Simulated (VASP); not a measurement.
# ZrC (P1) in VASP: single point with PBE

Aim: the single point of ZrC with PBE.

All numbers are computed with VASP 6.6.1; they aren't measurements. Logs are shortened: lines on timing, memory, paths and dates and some standing lists are left out, and cuts for length are marked.

### 1 The cell of the first run

The typed cell holds 2 atoms: a = 3.249 Å, b = 3.258 Å, c = 2.926 Å, α = 89.20°, β = 90.10°, γ = 120.44°.

### 2 Single point, PBE (atoms moved at random and the cell strained at random)

INCAR reads:

```
ALGO = Normal
EDIFF = 1E-6
ENCUT = 520
GGA = PE
ISIF = 2
ISMEAR = 0
LASPH = True
LCHARG = False
LREAL = False
LWAVE = False
NBANDS = 15
NELM = 100
PREC = Accurate
SIGMA = 0.05
```

KPOINTS reads:

```
k-points
0
Gamma
  12 12 12
```

POSCAR reads:

```
ZrC
1.0
    3.2492307397     -0.0149910808     -0.0028089736
   -1.6375980266      2.8161692648      0.0228307105
   -0.0025256319      0.0222452557      2.9258699301
Zr C
1 1
Direct
    0.0055796503      0.0414201332     -0.0815053628
    0.6610870164      0.2919132001      0.5815053628
```

Potentials or basis: VASP PAW PBE potentials, release 64 (Zr_sv, C).

Started as:

```console
> cat potpaw_PBE.64/Zr_sv/POTCAR potpaw_PBE.64/C/POTCAR > POTCAR
> mpirun -np 1 vasp_std > vasp.out
```

OUTCAR:

```text
EDIFF = 1E-6
   ENCUT = 520
   GGA = PE
   ISIF = 2
   ISMEAR = 0
   LASPH = True
   LREAL = False
   NELM = 100
   PREC = Accurate

 ion  position               nearest neighbor table
   1  0.006  0.041  0.918-   2 1.95   2 2.10   2 2.34   2 2.58   2 2.69   2 2.84
   2  0.661  0.292  0.582-   1 1.95   1 2.10   1 2.34   1 2.58   1 2.69   1 2.84

  LATTYP: Found a triclinic cell.
 ALAT       =     3.2577688479
 B/A-ratio  =     0.9973901427
 C/A-ratio  =     0.8981470818
 COS(alpha) =     0.0017627183
 COS(beta)  =     0.0140139368
 COS(gamma) =     0.5066635196

  Lattice vectors:

 A1 = (  -1.6375980266,   2.8161692648,   0.0228307105)
 A2 = (  -3.2492307397,   0.0149910808,   0.0028089736)
 A3 = (  -0.0025256319,   0.0222452557,   2.9258699301)

Analysis of symmetry for initial positions (statically):
=====================================================================
 Subroutine PRICEL returns:
 Original cell was already a primitive cell.

 Routine SETGRP: Setting up the symmetry group for a
 triclinic supercell.

 Subroutine GETGRP returns: Found  1 space group operations
 (whereof  1 operations were pure point group operations)
 out of a pool of  2 trial point group operations.

The static configuration has the point symmetry C_1 .

Analysis of symmetry for dynamics (positions and initial velocities):
=====================================================================
 Subroutine PRICEL returns:
 Original cell was already a primitive cell.

 Routine SETGRP: Setting up the symmetry group for a
 triclinic supercell.

 Subroutine GETGRP returns: Found  1 space group operations
 (whereof  1 operations were pure point group operations)
 out of a pool of  2 trial point group operations.

The dynamic configuration has the point symmetry C_1 .

 Subroutine INISYM returns: Found  1 space group operations
 (whereof  1 operations are pure point group operations),
 and found     1 'primitive' translations

----------------------------------------------------------------------------------------

                                     Primitive cell

  volume of cell :      26.6994

  direct lattice vectors                    reciprocal lattice vectors
     3.249230740 -0.014991081 -0.002808974     0.308592161  0.179454761 -0.001098007
    -1.637598027  2.816169265  0.022830711     0.001640464  0.356068155 -0.002705754
    -0.002525632  0.022245256  2.925869930     0.000283462 -0.002606133  0.341798752

  length of vectors
     3.249266536  3.257768848  2.925955584     0.356979466  0.356082214  0.341808805

  position of ions in fractional coordinates (direct lattice)
     0.005579650  0.041420133  0.918494637
     0.661087016  0.291913200  0.581505363

  ion indices of the primitive-cell ions
   primitive index   ion index
                 1           1
                 2           2

----------------------------------------------------------------------------------------

 KPOINTS: k-points

Automatic generation of k-mesh.
 Grid dimensions read from file:
 generate k-points for:   12   12   12

 Generating k-lattice:

  Cartesian coordinates                     Fractional coordinates (reciprocal lattice)
     0.025716013  0.014954563 -0.000091501     0.083333333  0.000000000  0.000000000
     0.000136705  0.029672346 -0.000225479    -0.000000000  0.083333333 -0.000000000
     0.000023622 -0.000217178  0.028483229     0.000000000  0.000000000  0.083333333

  Length of vectors
     0.029748289  0.029673518  0.028484067

  Shift w.r.t. Gamma in fractional coordinates (k-lattice)
     0.000000000  0.000000000  0.000000000

 Subroutine IBZKPT returns following result:
 ===========================================

 Found    868 irreducible k-points:

 Following reciprocal coordinates:
            Coordinates               Weight
  0.000000  0.000000  0.000000      1.000000
  0.083333 -0.000000 -0.000000      2.000000
  0.166667 -0.000000 -0.000000      2.000000
  0.250000 -0.000000 -0.000000      2.000000
  0.333333  0.000000 -0.000000      2.000000
  0.416667  0.000000  0.000000      2.000000
[... 16 lines left out ...]
  0.250000  0.166667 -0.000000      2.000000
  0.333333  0.166667 -0.000000      2.000000
 [... further k-points ...]
   k-points           NKPTS =    868   k-points in BZ     NKDIM =    868   number of bands    NBANDS=     15
   number of dos      NEDOS =    301   number of ions     NIONS =      2
   total plane-waves  NPLWV =  13824
   dimension x,y,z NGX =    24 NGY =   24 NGZ =   24
   dimension x,y,z NGXF=    48 NGYF=   48 NGZF=   48
   ions per type =               1   1
   NGX,Y,Z   is equivalent  to a cutoff of  12.28, 12.25, 13.64 a.u.
   NGXF,Y,Z  is equivalent  to a cutoff of  24.56, 24.49, 27.27 a.u.
 SYSTEM =  unknown system
   PREC   = accura    normal or accurate (medium, high low for compatibility)
   ISTART =      0    job   : 0-new  1-cont  2-samecut
   ICHARG =      2    charge: 1-file 2-atom 10-const
   ISPIN  =      1    spin polarized calculation?
   LNONCOLLINEAR =      F non collinear calculations
   LSORBIT =      F    spin-orbit coupling
   LASPH  =      T    aspherical Exc in radial PAW
   ENCUT  =  520.0 eV  38.22 Ry    6.18 a.u.   6.04  6.06  5.44*2*pi/ulx,y,z
   NELM   =    100;   NELMIN=  2; NELMDL= -5     # of ELM steps
   EDIFF  = 0.1E-05   stopping-criterion for ELM
   LREAL  =      F    real-space projection
   EDIFFG = 0.1E-04   stopping-criterion for IOM
   NSW    =      0    number of steps for IOM
   IBRION =     -1    ionic relax: 0-MD 1-quasi-New 2-CG
   NFREE  =      0    steps in history (QN), initial steepest desc. (CG)
   ISIF   =      2    stress and relaxation
   ISYM   =      2    0-nonsym 1-usesym 2-fastsym
   POTIM  = 0.5000    time-step for ionic-motion
   TEBEG  =    0.0;   TEEND  =   0.0 temperature during run
   PSTRESS=    0.0 pullay stress
   NELECT =      16.0000    total number of electrons
   NUPDOWN=      -1.0000    fix difference up-down
   EMIN   =  10.00;   EMAX   =-10.00  energy-range for DOS
   EFERMI =   0.00;   METHOD = LEGACY
   ISMEAR =     0;   SIGMA  =   0.05  broadening in eV -4-tet -1-fermi 0-gaus
   EFERMI_NEDOS =   21; number of points for ismear=-14 and -15
   IALGO  =     38    algorithm
   IMIX   =      4    mixing-type and parameters
     AMIX     =   0.40;   BMIX     =  1.00
     AMIX_MAG =   1.60;   BMIX_MAG =  1.00
  volume/ion in A,a.u.               =      13.35        90.09
  Fermi-wavevector in a.u.,A,eV,Ry     =   1.380217  2.608232 25.919094  1.905000
  Thomas-Fermi vector in A             =   2.505115
   LORBIT       =      0    0 simple, 1 ext, 2 COOP (PROOUT), +10 PAW based schemes
   GGA     = PE    functional components
   LHFCALC =     F    Hartree Fock is set to
   AEXX    =    0.0000 exact exchange contribution
   IVDW    =     0    specifies the selected vdW correction
   LEPSILON=     F    determine dielectric tensor
   LRPA    =     F    only Hartree local field effects (RPA)
 non-spin polarized calculation
 Gauss-broadening in eV      SIGMA  =   0.05
  energy-cutoff  :      520.00
  volume of cell :       26.70
 maximum number of plane-waves:       736
   NGX = 13   NGY = 13   NGZ = 11

 number of electron      16.0000000 magnetization

 Free energy of the ion-electron system (eV)
  ---------------------------------------------------
  ext. energy  EPLUGINS =         0.00000000
  ---------------------------------------------------
  free energy    TOTEN  =       -17.30533411 eV

  energy without entropy =      -17.30526080  energy(sigma->0) =      -17.30529745

 E-fermi :   9.3752     XC(G=0): -11.8111

 val. band max:        9.3365662732   @ k =   0.4167  -0.3333   0.0833
 cond. band min:       9.3959427416   @ k =   0.4167   0.3333   0.5000
 fundamental gap:      0.0593764684
 Fermi energy:         9.3751885852

 k-point     1 :       0.0000    0.0000    0.0000
  band No.  band energies     occupation
      1     -38.7935      2.00000
      2     -16.6513      2.00000
      3     -16.5975      2.00000
      4     -16.3501      2.00000
      5      -1.6850      2.00000
      6       6.3446      2.00000
      7       6.7758      2.00000
      8       7.1538      2.00000
      9      12.8486      0.00000
     10      13.1747      0.00000
     11      14.5127      0.00000
     12      14.7515      0.00000
     13      17.3634      0.00000
     14      17.9729      0.00000
     15      20.7824      0.00000

 k-point     2 :       0.0833   -0.0000   -0.0000
  band No.  band energies     occupation
      1     -38.7869      2.00000
      2     -16.6890      2.00000
      3     -16.6399      2.00000
      4     -16.3431      2.00000
      5      -1.5434      2.00000
      6       6.2766      2.00000
      7       6.7848      2.00000
      8       7.2325      2.00000
      9      12.7415      0.00000
     10      13.0210      0.00000
     11      14.5324      0.00000
     12      14.7506      0.00000
     13      17.4993      0.00000
     14      18.0243      0.00000
     15      21.0337      0.00000

 k-point     3 :       0.1667   -0.0000   -0.0000
  band No.  band energies     occupation
      1     -38.7688      2.00000
      2     -16.8544      2.00000
      3     -16.6872      2.00000
      4     -16.3256      2.00000
      5      -1.1566      2.00000
      6       5.9066      2.00000
      7       6.9755      2.00000
      8       7.5894      2.00000
      9      12.2497      0.00000
     10      12.5858      0.00000
     11      14.3297      0.00000
     12      15.3239      0.00000
     13      17.5123      0.00000
     14      18.2734      0.00000
     15      21.6820      0.00000
[... 343 lines left out ...]
 k-point    23 :       0.2500    0.1667   -0.0000
  band No.  band energies     occupation
      1     -38.7111      2.00000
      2     -17.2640      2.00000
      3     -16.9034      2.00000
      4     -16.2727      2.00000
      5      -0.0386      2.00000
      6       5.1363      2.00000
      7       7.5425      2.00000
      8       8.6192      2.00000
      9      10.8268      0.00000
     10      12.5324      0.00000
     11      13.7838      0.00000
     12      15.4034      0.00000
     13      17.1288      0.00000
     14      19.8273      0.00000
     15      22.5395      0.00000

 k-point    24 :       0.3333    0.1667   -0.0000
  band No.  band energies     occupation
      1     -38.6950      2.00000
      2     -17.3869      2.00000
      3     -16.9585      2.00000
      4     -16.2578      2.00000
      5       0.3411      2.00000
      6       5.2820      2.00000
      7       7.4044      2.00000
      8       9.0084      2.00000
      9      10.4894      0.00000
     10      12.3726      0.00000
     11      13.6820      0.00000
     12      14.6490      0.00000
     13      17.1222      0.00000
     14      20.9391      0.00000
     15      22.7943      0.00000

 [... further k-points ...]

------------------------ aborting loop because EDIFF is reached ----------------------------------------

  FORCE on cell =-STRESS in cart. coord.  units (eV):
  Direction    XX          YY          ZZ          XY          YZ          ZX
  --------------------------------------------------------------------------------------
  -------------------------------------------------------------------------------------
  Total        6.5303227      2.2968178      3.8929434     -0.5795612     -1.6272604      1.3690919
  in kB      391.8709916    137.8272237    233.6073798    -34.7782566    -97.6484891     82.1563387
  external PRESSURE =     254.4351984 kB  Pullay stress =       0.0000000 kB

 VOLUME and BASIS-vectors are now :
 -----------------------------------------------------------------------------
  energy-cutoff  :      520.00
  volume of cell :       26.70
      direct lattice vectors                 reciprocal lattice vectors
     3.249230740 -0.014991081 -0.002808974     0.308592161  0.179454761 -0.001098007
    -1.637598027  2.816169265  0.022830711     0.001640464  0.356068155 -0.002705754
    -0.002525632  0.022245256  2.925869930     0.000283462 -0.002606133  0.341798752

 POSITION                                       TOTAL-FORCE (eV/Angst)
 -----------------------------------------------------------------------------------
     -0.05202      0.13699      2.68833         1.768059     -2.283830      2.973691
      1.66852      0.82510      1.70622        -1.768059      2.283830     -2.973691
 -----------------------------------------------------------------------------------
    total drift:                               -0.000077     -0.000009      0.000213

  FREE ENERGIE OF THE ION-ELECTRON SYSTEM (eV)
  ---------------------------------------------------
  free  energy   TOTEN  =       -17.3053341108 eV

  energy  without entropy=      -17.3052607988  energy(sigma->0) =      -17.30529745
```

Wall time 3.1 min (1 thread of Intel Xeon 6975P-C (Granite Rapids), shared host); peak memory 0.43 GiB.

Results:

```yaml
Free_energy: -17.3053 eV
Pressure: 25.4 GPa
Largest_force: 4.145 eV/Å
Band_gap_on_the_k_mesh: zero (band 8 reaches 9.40 eV, above the bottom of band 9 at 9.34 eV)
```

Forces on the atoms (eV/Å):
```
Zr   1.768 -2.284  2.974
C   -1.768  2.284 -2.974
```

Stress tensor (GPa, compression positive):
```
39.19 -3.48  8.22
-3.48 13.78 -9.76
 8.22 -9.76 23.36
```

Caveat: the cell differs from its parent crystal (atoms moved at random and the cell strained at random); forces of over 1 eV/Å act on the atoms, so gaps and moduli don't describe the material at rest.
